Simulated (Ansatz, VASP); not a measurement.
# Hf in VASP and in Ansatz

Contents of INCAR:

```
SYSTEM = Hf
ALGO = Fast ; EDIFF = 1E-6
ENCUT = 520 ; GGA = PS
ISIF = 2 ; ISMEAR = 0
LASPH = .True. ; LCHARG = .False.
LREAL = .False. ; LWAVE = .False.
NBANDS = 17 ; NELM = 60
PREC = Accurate ; SIGMA = 0.15
```

KPOINTS

```
k-points
0
Gamma
  18 18 10
  0 0 0
```

Contents of POSCAR:

```
Hf
1.0
    3.1966985242      0.0000000000      0.0000000000
   -1.5983492621      2.7684221302      0.0000000000
    0.0000000000      0.0000000000      5.0578000000
Hf
2
Direct
    0.1239882738      0.5134154467      0.2500000000
    0.6666666667      0.3333333333      0.7500000000
```

Input for Ansatz:

```yaml
crystal:
  lattice:
    - [3.1966985242, 0.0, 0.0]
    - [-1.5983492621, 2.7684221302, 0.0]
    - [0.0, 0.0, 5.0578]
  atoms:
    - { symbol: Hf, position: [0.1239882738, 0.5134154467, 0.25] }
    - { symbol: Hf, position: [0.6666666667, 0.3333333333, 0.75] }
basis:
  ecutwfc: 420
kpoints:
  mp_grid: { grid: [18, 18, 10] }
hamiltonian:
  xc: pbesol
scf:
  occupations: { method: gaussian, width: 0.15 }
output:
  forces: true
  stress: true
  eigenvalues: true
```

Alike in both runs: task single point; functional PBEsol; k mesh 18 × 18 × 10; occupations gaussian, width 0.15 eV; no spin polarisation.

```csv
,VASP,Ansatz
version,VASP 6.6.1,Ansatz 0.2.0
potentials or method,"VASP PAW PBE potentials, release 64 (Hf_pv), cutoff 520 eV","scalar-relativistic, plane waves, PAW"
valence electrons in the cell,20,52
```

VASP gave:

```
gap on the k mesh at the Fermi level (eV)                     : none
pressure (GPa)                                                : -4.8
traceless stress, the component that is largest in VASP (GPa) : -4.36
rms of the force components (eV/Å)                            : 0.584
```

Problem. Which values does Ansatz return?

Solution. gap on the k mesh at the Fermi level (eV): none; pressure (GPa): -4.4; traceless stress, the component that is largest in VASP (GPa): -4.43; rms of the force components (eV/Å): 0.585.

VASP's potentials were made for PBE, not for PBEsol. Atom by atom the forces differ by 0.002 eV/Å (rms over components). A gap of «none» marks a metal or a gap that the smearing closes. VASP's potentials hold 20 valence electrons a cell and Ansatz's 52, so a difference there can come from the potentials and not from the codes.

Spin-orbit coupling is off throughout.
